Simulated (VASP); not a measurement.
**Ba: single point with LDA**

Crystal: Ba.

```
CELL_PARAMETERS angstrom
5.01300 0.00000 0.00000
0.00000 5.01300 0.00000
0.00000 0.00000 5.01300
ATOMIC_POSITIONS crystal
Ba 0.00000 0.00000 0.00000
Ba 0.50000 0.50000 0.50000
```

- Program: VASP 6.6.1
- Task: single point
- Functional: LDA
- Potentials or basis: VASP PAW LDA potentials, release 64 (Ba_sv)
- Cutoff: 520 eV
- k mesh: 6 × 6 × 6
- Occupations: tetrahedron
- Spin: no spin polarisation

* Pressure: -1.1 GPa
* Band gap on the k mesh: zero (bands 10 and 11 overlap by 1.06 eV)

Levels at points of the mesh, in eV from the Fermi level:
| k point | band 7 | band 8 | band 9 | band 10 | band 11 | band 12 | band 13 | band 14 |
| --- | --- | --- | --- | --- | --- | --- | --- | --- |
| (0.00, 0.00, 0.00) | -13.72 | -13.72 | -2.69 | -0.47 | -0.47 | 1.81 | 1.81 | 1.81 |
| (0.50, 0.00, 0.00) | -13.88 | -13.88 | -0.82 | -0.82 | 0.82 | 0.82 | 1.89 | 1.89 |
| (0.50, 0.50, 0.00) | -13.72 | -13.72 | -0.85 | -0.85 | 0.70 | 0.70 | 1.38 | 1.38 |
| (0.50, 0.50, 0.50) | -13.95 | -13.95 | 0.59 | 0.59 | 0.59 | 0.59 | 0.59 | 0.59 |

Wall time 34 s on 1 thread of Intel(R) Xeon(R) Platinum 8488C (Sapphire Rapids) (shared host), peak memory 0.2 GiB.

Caveat: spin-orbit coupling is left out, which moves the levels of the heavy elements; tetrahedron occupations give inexact forces and stress in metals.
